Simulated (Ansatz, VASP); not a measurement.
## Two plane-wave programs on Ge

```
Ge
1.0
     2.52627   -4.07483    0.00000
     2.52627    4.07483    0.00000
     0.00000    0.00000    3.98693
Ge
4
Cartesian
  2.5263 2.8713 0.6118
  2.5263 -1.2036 1.3817
  2.5263 -2.8713 3.3752
  2.5263 1.2036 2.6052
```

Alike in both runs: functional r2SCAN; k mesh 4 × 4 × 4; occupations gaussian, width 0.1 eV; no spin polarisation.

Ansatz relaxed the structure, and its values are those at the end. VASP's run is a single point on that final structure, the one shown.

```csv
,VASP,Ansatz
version,VASP 6.6.1,Ansatz 0.2.0
potentials or method,"VASP PAW PBE potentials, release 64 (Ge_d), cutoff 520 eV","scalar-relativistic, plane waves, PAW"
valence electrons in the cell,56,56
```

|  | VASP | Ansatz | Ansatz less VASP |
| --- | --- | --- | --- |
| gap on the k mesh at the Fermi level (eV) | none | none | - |
| pressure (GPa) | -0.1 | 0.0 | +0.09 |

VASP's potentials were made for PBE, not for r2SCAN. A gap of «none» marks a metal or a gap that the smearing closes. The functional is the same, so the differences come from potentials, cutoffs and numerics.

The k mesh is coarse, so the values compare programs but aren't converged.
